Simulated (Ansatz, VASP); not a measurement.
# TiSe2: VASP beside Ansatz

```
Ti Se
1.0
     3.48096    0.00000    0.00000
    -1.74048    3.01460    0.00000
     0.00000    0.00000    5.87193
Ti Se
1 2
Direct
  0.00000 0.00000 0.00000
  0.33333 0.66667 0.26464
  0.66667 0.33333 0.73536
```

Alike in both runs: functional PBE; dispersion D3(BJ); k mesh 15 × 15 × 8; occupations gaussian, width 0.1 eV; no spin polarisation.

Ansatz relaxed the structure, and its values are those at the end. VASP's run is a single point on that final structure, the one shown.

|  | VASP | Ansatz |
| --- | --- | --- |
| version | VASP 6.6.1 | Ansatz 0.2.0 |
| potentials or method | VASP PAW PBE potentials, release 64 (Ti_sv, Se), cutoff 500 eV | scalar-relativistic, plane waves, PAW |
| valence electrons in the cell | 24 | 44 |

VASP gave:

| Property | Result |
| --- | --- |
| gap on the k mesh at the Fermi level (eV) | none |
| pressure (GPa) | 0.1 |
| rms of the force components (eV/Å) | 0.009 |

**Question.** Estimate Ansatz's values.

**Answer.** gap on the k mesh at the Fermi level (eV): none; pressure (GPa): 0.0; rms of the force components (eV/Å): 0.000.

A gap of «none» marks a metal or a gap that the smearing closes. VASP's potentials hold 24 valence electrons a cell and Ansatz's 44, so a difference there can come from the potentials and not from the codes.
